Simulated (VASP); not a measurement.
# InAs (km) (F-43m) in VASP: single point with PBEsol

Aim: the single point of InAs (km) with PBEsol.

All numbers are computed with VASP 6.6.1; they aren't measurements. Logs are shortened: lines on timing, memory, paths and dates and some standing lists are left out, and cuts for length are marked.

**1. The cell of the first run**

It takes space group F-43m (No. 216, cubic). The conventional cell has a = 6.088 Å, b = 6.088 Å, c = 6.088 Å, α = 90.00°, β = 90.00°, γ = 90.00°. In (site symmetry -43m) has 4 As at 2.64 Å within 3.5 Å. As (site symmetry -43m) has 4 In at 2.64 Å within 3.5 Å.

**2. Single point, PBEsol**

The input, INCAR:

```
SYSTEM = InAs
PREC     = Accurate       ! precision mode
ENCUT    = 500            ! plane-wave cutoff, eV
EDIFF    = 1E-6           ! SCF threshold, eV
ISMEAR   = 0              ! smearing method
SIGMA    = 0.1            ! smearing width, eV
LREAL    = .False.        ! projectors in reciprocal space
LASPH    = .True.         ! aspherical terms in the spheres
NELM     = 120            ! most SCF steps
ALGO     = Normal         ! electronic algorithm
ISIF     = 2              ! what is computed and relaxed
LWAVE    = .False.        ! write WAVECAR
LCHARG   = .False.        ! write CHGCAR
GGA      = PS             ! functional
NBANDS   = 16             ! bands
GGA_COMPAT= .False.
```

The input, KPOINTS:

```
regular mesh
0
Gamma
  6 6 6
  0 0 0
```

The input, POSCAR:

```
InAs
1.0
    0.0000000000      3.0438266582      3.0438266582
    3.0438266582      0.0000000000      3.0438266582
    3.0438266582      3.0438266582      0.0000000000
In As
1 1
Direct
    0.0000000000      0.0000000000      0.0000000000
    0.2500000000      0.2500000000      0.2500000000
```

Potentials or basis: VASP PAW PBE potentials, release 64 (In_d, As).

Run with:

```
> cat potpaw_PBE.64/In_d/POTCAR potpaw_PBE.64/As/POTCAR > POTCAR
> mpirun -np 1 vasp_std > vasp.out
```

OUTCAR:

```text
SYSTEM = InAs
   PREC = Accurate
   ENCUT = 500
   EDIFF = 1E-6
   ISMEAR = 0
   LREAL = .False.
   LASPH = .True.
   NELM = 120
   ISIF = 2
   GGA = PS

 ion  position               nearest neighbor table
   1  0.000  0.000  0.000-   2 2.64   2 2.64   2 2.64   2 2.64
   2  0.250  0.250  0.250-   1 2.64   1 2.64   1 2.64   1 2.64

  LATTYP: Found a face centered cubic cell.
 ALAT       =     6.0876533164

  Lattice vectors:

 A1 = (   0.0000000000,   3.0438266582,   3.0438266582)
 A2 = (   3.0438266582,   0.0000000000,   3.0438266582)
 A3 = (   3.0438266582,   3.0438266582,   0.0000000000)

Analysis of symmetry for initial positions (statically):
=====================================================================
 Subroutine PRICEL returns:
 Original cell was already a primitive cell.

 Routine SETGRP: Setting up the symmetry group for a
 face centered cubic supercell.

 Subroutine GETGRP returns: Found 24 space group operations
 (whereof 24 operations were pure point group operations)
 out of a pool of 48 trial point group operations.

The static configuration has the point symmetry T_d .

Analysis of symmetry for dynamics (positions and initial velocities):
=====================================================================
 Subroutine PRICEL returns:
 Original cell was already a primitive cell.

 Routine SETGRP: Setting up the symmetry group for a
 face centered cubic supercell.

 Subroutine GETGRP returns: Found 24 space group operations
 (whereof 24 operations were pure point group operations)
 out of a pool of 48 trial point group operations.

The dynamic configuration has the point symmetry T_d .

 Subroutine INISYM returns: Found 24 space group operations
 (whereof 24 operations are pure point group operations),
 and found     1 'primitive' translations

----------------------------------------------------------------------------------------

                                     Primitive cell

  volume of cell :      56.4014

  direct lattice vectors                    reciprocal lattice vectors
     0.000000000  3.043826658  3.043826658    -0.164266910  0.164266910  0.164266910
     3.043826658  0.000000000  3.043826658     0.164266910 -0.164266910  0.164266910
     3.043826658  3.043826658  0.000000000     0.164266910  0.164266910 -0.164266910

  length of vectors
     4.304620942  4.304620942  4.304620942     0.284518634  0.284518634  0.284518634

  position of ions in fractional coordinates (direct lattice)
     0.000000000  0.000000000  0.000000000
     0.250000000  0.250000000  0.250000000

  ion indices of the primitive-cell ions
   primitive index   ion index
                 1           1
                 2           2

----------------------------------------------------------------------------------------

 KPOINTS: regular mesh

Automatic generation of k-mesh.
 Grid dimensions read from file:
 generate k-points for:    6    6    6

 Generating k-lattice:

  Cartesian coordinates                     Fractional coordinates (reciprocal lattice)
    -0.027377818  0.027377818  0.027377818     0.166666667  0.000000000  0.000000000
     0.027377818 -0.027377818  0.027377818     0.000000000  0.166666667  0.000000000
     0.027377818  0.027377818 -0.027377818     0.000000000  0.000000000  0.166666667

  Length of vectors
     0.047419772  0.047419772  0.047419772

  Shift w.r.t. Gamma in fractional coordinates (k-lattice)
     0.000000000  0.000000000  0.000000000

 Subroutine IBZKPT returns following result:
 ===========================================

 Found     16 irreducible k-points:

 Following reciprocal coordinates:
            Coordinates               Weight
  0.000000  0.000000  0.000000      1.000000
  0.166667  0.000000  0.000000      8.000000
  0.333333  0.000000  0.000000      8.000000
  0.500000  0.000000  0.000000      4.000000
  0.166667  0.166667  0.000000      6.000000
  0.333333  0.166667  0.000000     24.000000
[... 8 lines left out ...]
 -0.333333  0.333333  0.166667     24.000000
 -0.333333  0.500000  0.166667     12.000000
   k-points           NKPTS =     16   k-points in BZ     NKDIM =     16   number of bands    NBANDS=     16
   number of dos      NEDOS =    301   number of ions     NIONS =      2
   total plane-waves  NPLWV =  32768
   dimension x,y,z NGX =    32 NGY =   32 NGZ =   32
   dimension x,y,z NGXF=    64 NGYF=   64 NGZF=   64
   ions per type =               1   1
   NGX,Y,Z   is equivalent  to a cutoff of  12.36, 12.36, 12.36 a.u.
   NGXF,Y,Z  is equivalent  to a cutoff of  24.72, 24.72, 24.72 a.u.
 SYSTEM =  InAs
   PREC   = accura    normal or accurate (medium, high low for compatibility)
   ISTART =      0    job   : 0-new  1-cont  2-samecut
   ICHARG =      2    charge: 1-file 2-atom 10-const
   ISPIN  =      1    spin polarized calculation?
   LNONCOLLINEAR =      F non collinear calculations
   LSORBIT =      F    spin-orbit coupling
   LASPH  =      T    aspherical Exc in radial PAW
   ENCUT  =  500.0 eV  36.75 Ry    6.06 a.u.   7.85  7.85  7.85*2*pi/ulx,y,z
   NELM   =    120;   NELMIN=  2; NELMDL= -5     # of ELM steps
   EDIFF  = 0.1E-05   stopping-criterion for ELM
   LREAL  =      F    real-space projection
   EDIFFG = 0.1E-04   stopping-criterion for IOM
   NSW    =      0    number of steps for IOM
   IBRION =     -1    ionic relax: 0-MD 1-quasi-New 2-CG
   NFREE  =      0    steps in history (QN), initial steepest desc. (CG)
   ISIF   =      2    stress and relaxation
   ISYM   =      2    0-nonsym 1-usesym 2-fastsym
   POTIM  = 0.5000    time-step for ionic-motion
   TEBEG  =    0.0;   TEEND  =   0.0 temperature during run
   PSTRESS=    0.0 pullay stress
   NELECT =      18.0000    total number of electrons
   NUPDOWN=      -1.0000    fix difference up-down
   EMIN   =  10.00;   EMAX   =-10.00  energy-range for DOS
   EFERMI =   0.00;   METHOD = LEGACY
   ISMEAR =     0;   SIGMA  =   0.10  broadening in eV -4-tet -1-fermi 0-gaus
   EFERMI_NEDOS =   21; number of points for ismear=-14 and -15
   IALGO  =     38    algorithm
   IMIX   =      4    mixing-type and parameters
     AMIX     =   0.40;   BMIX     =  1.00
     AMIX_MAG =   1.60;   BMIX_MAG =  1.00
  volume/ion in A,a.u.               =      28.20       190.31
  Fermi-wavevector in a.u.,A,eV,Ry     =   1.118757  2.114144 17.029285  1.251617
  Thomas-Fermi vector in A             =   2.255391
   LORBIT       =      0    0 simple, 1 ext, 2 COOP (PROOUT), +10 PAW based schemes
   GGA     = PS    functional components
   LHFCALC =     F    Hartree Fock is set to
   AEXX    =    0.0000 exact exchange contribution
   IVDW    =     0    specifies the selected vdW correction
   LEPSILON=     F    determine dielectric tensor
   LRPA    =     F    only Hartree local field effects (RPA)
 non-spin polarized calculation
 Gauss-broadening in eV      SIGMA  =   0.10
  energy-cutoff  :      500.00
  volume of cell :       56.40
 maximum number of plane-waves:      1459
   NGX = 15   NGY = 15   NGZ = 15

 number of electron      17.9999992 magnetization

 Free energy of the ion-electron system (eV)
  ---------------------------------------------------
  ext. energy  EPLUGINS =         0.00000000
  ---------------------------------------------------
  free energy    TOTEN  =        -8.47153727 eV

  energy without entropy =       -8.47082305  energy(sigma->0) =       -8.47118016

 E-fermi :   4.2100     XC(G=0):  -9.1939

 val. band max:        4.1795310535   @ k =   0.0000   0.0000   0.0000
 cond. band min:       5.0072030853   @ k =   0.5000   0.0000   0.0000
 fundamental gap:      0.8276720318
 Fermi energy:         4.2099888380

 k-point     1 :       0.0000    0.0000    0.0000
  band No.  band energies     occupation
      1     -10.1204      2.00000
      2     -10.1204      2.00000
      3     -10.1204      2.00000
      4     -10.0010      2.00000
      5     -10.0010      2.00000
      6      -7.5821      2.00000
[... 8 lines left out ...]
     15      13.7882      0.00000
     16      13.7882      0.00000

 k-point     2 :       0.1667    0.0000    0.0000
  band No.  band energies     occupation
      1     -10.1524      2.00000
      2     -10.1111      2.00000
      3     -10.1111      2.00000
      4     -10.0010      2.00000
      5     -10.0010      2.00000
      6      -7.3075      2.00000
[... 8 lines left out ...]
     15      12.6863      0.00000
     16      12.6863      0.00000

 k-point     3 :       0.3333    0.0000    0.0000
  band No.  band energies     occupation
      1     -10.2108      2.00000
      2     -10.0960      2.00000
      3     -10.0960      2.00000
      4      -9.9974      2.00000
      5      -9.9974      2.00000
      6      -6.6258      2.00000
[... 8 lines left out ...]
     15      13.1514      0.00000
     16      13.1514      0.00000

 k-point     4 :       0.5000    0.0000    0.0000
  band No.  band energies     occupation
      1     -10.2379      2.00000
      2     -10.0906      2.00000
      3     -10.0906      2.00000
      4      -9.9934      2.00000
      5      -9.9934      2.00000
      6      -6.1575      2.00000
[... 8 lines left out ...]
     15      14.7972      0.00000
     16      14.7972      0.00000
[... 172 lines left out ...]
 k-point    14 :       0.5000    0.3333    0.1667
  band No.  band energies     occupation
      1     -10.2505      2.00000
      2     -10.0787      2.00000
      3     -10.0668      2.00000
      4     -10.0153      2.00000
      5      -9.9902      2.00000
      6      -6.1099      2.00000
[... 8 lines left out ...]
     15      14.6124      0.00000
     16      15.9514      0.00000

 k-point    15 :      -0.3333    0.3333    0.1667
  band No.  band energies     occupation
      1     -10.2624      2.00000
      2     -10.0782      2.00000
      3     -10.0590      2.00000
      4     -10.0114      2.00000
      5      -9.9937      2.00000
      6      -5.7511      2.00000
[... 8 lines left out ...]
     15      14.8504      0.00000
     16      15.8058      0.00000

 k-point    16 :      -0.3333    0.5000    0.1667
  band No.  band energies     occupation
      1     -10.2781      2.00000
      2     -10.0655      2.00000
      3     -10.0490      2.00000
      4     -10.0218      2.00000
      5      -9.9882      2.00000
      6      -5.5962      2.00000
[... 8 lines left out ...]
     15      15.6609      0.00000
     16      15.8383      0.00000

------------------------ aborting loop because EDIFF is reached ----------------------------------------

  FORCE on cell =-STRESS in cart. coord.  units (eV):
  Direction    XX          YY          ZZ          XY          YZ          ZX
  --------------------------------------------------------------------------------------
  -------------------------------------------------------------------------------------
  Total        0.0509657      0.0509657      0.0509657      0.0000000      0.0000000      0.0000000
  in kB        1.4477665      1.4477665      1.4477665      0.0000000      0.0000000      0.0000000
  external PRESSURE =       1.4477665 kB  Pullay stress =       0.0000000 kB

 VOLUME and BASIS-vectors are now :
 -----------------------------------------------------------------------------
  energy-cutoff  :      500.00
  volume of cell :       56.40
      direct lattice vectors                 reciprocal lattice vectors
     0.000000000  3.043826658  3.043826658    -0.164266910  0.164266910  0.164266910
     3.043826658  0.000000000  3.043826658     0.164266910 -0.164266910  0.164266910
     3.043826658  3.043826658  0.000000000     0.164266910  0.164266910 -0.164266910

 POSITION                                       TOTAL-FORCE (eV/Angst)
 -----------------------------------------------------------------------------------
      0.00000      0.00000      0.00000         0.000000     -0.000000     -0.000000
      1.52191      1.52191      1.52191        -0.000000      0.000000      0.000000
 -----------------------------------------------------------------------------------
    total drift:                               -0.000000     -0.000000     -0.000000

  FREE ENERGIE OF THE ION-ELECTRON SYSTEM (eV)
  ---------------------------------------------------
  free  energy   TOTEN  =        -8.4715372691 eV

  energy  without entropy=       -8.4708230500  energy(sigma->0) =       -8.47118016
```

Run time: 11 s. Hardware: 1 thread of Intel Xeon 6975P-C, shared host; peak memory 0.18 GiB.

What came out:

* Free energy: -8.4715 eV
* Pressure: 0.1 GPa
* Band gap on the k mesh: zero (filled and empty bands touch)

Levels at points of the mesh, in eV from the Fermi level:
| k point | band 6 | band 7 | band 8 | band 9 | band 10 | band 11 | band 12 | band 13 |
| --- | --- | --- | --- | --- | --- | --- | --- | --- |
| (0.00, 0.00, 0.00) | -11.79 | -0.42 | -0.03 | -0.03 | -0.03 | 3.81 | 3.81 | 3.81 |
| (0.50, 0.00, 0.00) | -10.37 | -5.75 | -1.00 | -1.00 | 0.80 | 4.57 | 4.57 | 6.66 |
| (0.50, 0.50, 0.00) | -9.84 | -5.83 | -2.31 | -2.31 | 1.44 | 1.94 | 8.92 | 9.05 |

Caveat: the PAW data sets were made with another functional, which shifts forces and pressure a little; spin-orbit coupling is left out, which moves the levels of the heavy elements.
